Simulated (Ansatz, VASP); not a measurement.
## Two plane-wave programs on Hg

```
Hg
1.0
     0.00000    4.25308    4.25308
     4.25308    0.00000    4.25308
     4.25308    4.25308    0.00000
Hg
1
Direct
  0.00000 0.00000 0.00000
```

Alike in both runs: task single point; functional BLYP; k mesh 7 × 7 × 7; occupations fermi-dirac, width 0.1 eV; no spin polarisation.

|  | VASP | Ansatz |
| --- | --- | --- |
| version | VASP 6.6.1 | Ansatz 0.2.0 |
| potentials or method | VASP PAW PBE potentials, release 64 (Hg), cutoff 520 eV | plane waves (420 eV) with PAW, scalar-relativistic |
| valence electrons in the cell | 12 | 20 |

|  | VASP | Ansatz | Ansatz less VASP |
| --- | --- | --- | --- |
| gap on the k mesh at the Fermi level (eV) | 4.84 | 4.87 | +0.033 |
| pressure (GPa) | 0.0 | 0.0 | +0.02 |

VASP's potentials were made for PBE, not for BLYP. VASP's potentials hold 12 valence electrons a cell and Ansatz's 20, so a difference there can come from the potentials and not from the codes. Ansatz's warnings: xc potential rough in thin density.

Neither program's run includes spin-orbit coupling.
